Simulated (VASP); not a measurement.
Input of a VASP 6.6.1 run:

Contents of INCAR:

```
SYSTEM = K7Mg8F24
PREC = Accurate ; ENCUT = 520
EDIFF = 1E-6 ; ISMEAR = -1
SIGMA = 0.05 ; LREAL = Auto
LASPH = .TRUE. ; NELM = 80
ALGO = Normal ; ISIF = 2
LWAVE = .FALSE. ; LCHARG = .FALSE.
GGA = PS ; NBANDS = 148
NELECT = 248.0 ; ISYM = 0
```

KPOINTS

```
Automatic mesh
0
Gamma
  1 1 1
  0.25 0.25 0.25
```

File POSCAR:

```
K7Mg8F24
1.0
    7.9825440000      0.0000000000      0.0000000000
    0.0000000000      7.9825440000      0.0000000000
    0.0000000000      0.0000000000      7.9825440000
K Mg F
7 8 24
Direct
    0.9995910000      0.9997100000      0.9993670000
    0.9997920000      0.9995540000      0.4998980000
    0.0000510000      0.4995610000      0.9995830000
    0.0006210000      0.4995170000      0.4996970000
    0.5003220000      0.9997810000      0.9998700000
    0.5000810000      0.9998400000      0.4995670000
    0.4998850000      0.4998680000      0.0001030000
    0.2522990000      0.2519890000      0.2521700000
    0.2525380000      0.2520900000      0.7472320000
    0.2523530000      0.7472820000      0.2521670000
    0.2524300000      0.7473400000      0.7472270000
    0.7475210000      0.2520770000      0.2523190000
    0.7474600000      0.2521600000      0.7473300000
    0.7475530000      0.7472040000      0.2521780000
    0.7473770000      0.7472420000      0.7472550000
    0.2486780000      0.2486210000      0.9996720000
    0.2431020000      0.2425230000      0.4997790000
    0.2488160000      0.7509430000      0.9997580000
    0.2430330000      0.7567130000      0.4996690000
    0.7511390000      0.2484210000      0.9997370000
    0.7567050000      0.2424230000      0.4998640000
    0.7511940000      0.7504510000      0.9995840000
    0.7568460000      0.7564760000      0.4997140000
    0.9997610000      0.2485050000      0.2487530000
    0.9999430000      0.2482230000      0.7507680000
    0.9999560000      0.7506410000      0.2483830000
    0.0000400000      0.7512070000      0.7508040000
    0.4999530000      0.2428220000      0.2428720000
    0.5000360000      0.2428920000      0.7567220000
    0.4999480000      0.7563120000      0.2425810000
    0.4999330000      0.7564390000      0.7563350000
    0.2490180000      0.9996560000      0.2484460000
    0.2491370000      0.9997300000      0.7508550000
    0.2429440000      0.4996350000      0.2431160000
    0.2429990000      0.4997590000      0.7565110000
    0.7509800000      0.9995840000      0.2481330000
    0.7510010000      0.9994610000      0.7510910000
    0.7565890000      0.4996210000      0.2428550000
    0.7567970000      0.4997430000      0.7565550000
```

Potentials or basis: VASP PAW PBE potentials, release 64 (K_sv, Mg, F).

The run is started by

```sh
$ cat potpaw_PBE.64/K_sv/POTCAR potpaw_PBE.64/Mg/POTCAR potpaw_PBE.64/F/POTCAR > POTCAR
$ mpirun -np 1 vasp_std > vasp.out
```

Problem. What does it give for the largest force?

Solution. 0.017 eV/Å.

Forces in eV/Å, atoms in the order of the input:
```
K    0.006 -0.004  0.001
K    0.003  0.000 -0.003
K   -0.004  0.001  0.001
K   -0.007  0.001  0.000
K   -0.008 -0.004 -0.004
K   -0.003 -0.005  0.003
K    0.003  0.001 -0.005
Mg   0.000 -0.001 -0.006
Mg  -0.007 -0.003  0.011
Mg  -0.001  0.003 -0.009
Mg  -0.001  0.006  0.010
Mg  -0.002  0.001 -0.012
Mg   0.006 -0.005  0.007
Mg   0.001 -0.006 -0.010
Mg   0.013 -0.005  0.002
F    0.005  0.006  0.005
F    0.008  0.010 -0.007
F    0.001 -0.007 -0.006
F    0.008 -0.010 -0.002
F   -0.004  0.009  0.001
F   -0.009  0.007 -0.007
F   -0.003  0.002  0.008
F   -0.006 -0.003 -0.006
F    0.011  0.004  0.005
F    0.002  0.012 -0.004
F   -0.002  0.002  0.007
F   -0.005 -0.008 -0.003
F   -0.004  0.007  0.009
F   -0.003  0.009 -0.010
F    0.001 -0.007  0.011
F   -0.002 -0.006 -0.003
F   -0.002  0.002  0.007
F    0.000  0.000 -0.001
F    0.009 -0.004  0.006
F    0.006 -0.007 -0.011
F   -0.003 -0.001  0.017
F   -0.003  0.013 -0.004
F   -0.004 -0.003  0.011
F   -0.002 -0.010 -0.010
```

Caveat: the cell carries a net charge on a neutralising background, which shifts energy and pressure; the PAW data sets were made with another functional, which shifts forces and pressure a little.
